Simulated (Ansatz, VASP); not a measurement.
One calculation of Ca, two programs

```xyz
1
Lattice="0.0000 2.7523 2.7942 2.7523 0.0000 2.7942 2.7523 2.7523 0.0000" Properties=species:S:1:pos:R:3 pbc="T T T"
Ca    0.0000    0.0000    0.0000
```

Change from the starting cell: strain -0.015 along x and y, +0.000 along z, atoms carried along.

Alike in both runs: task single point; functional PBEsol; k mesh 14 × 14 × 14; occupations gaussian, width 0.15 eV; no spin polarisation.

```csv
,VASP,Ansatz
version,VASP 6.6.1,Ansatz 0.2.0
potentials or method,"VASP PAW PBE potentials, release 64 (Ca_sv), cutoff 520 eV","scalar-relativistic, plane waves, PAW"
valence electrons in the cell,10,10
```

```tsv
	VASP	Ansatz	Ansatz less VASP
gap on the k mesh at the Fermi level (eV)	none	none	-
pressure (GPa)	-0.7	-0.7	0.00
traceless stress, the component that is largest in VASP (GPa)	-0.09	-0.09	0.000
```

VASP's potentials were made for PBE, not for PBEsol. A gap of «none» marks a metal or a gap that the smearing closes.
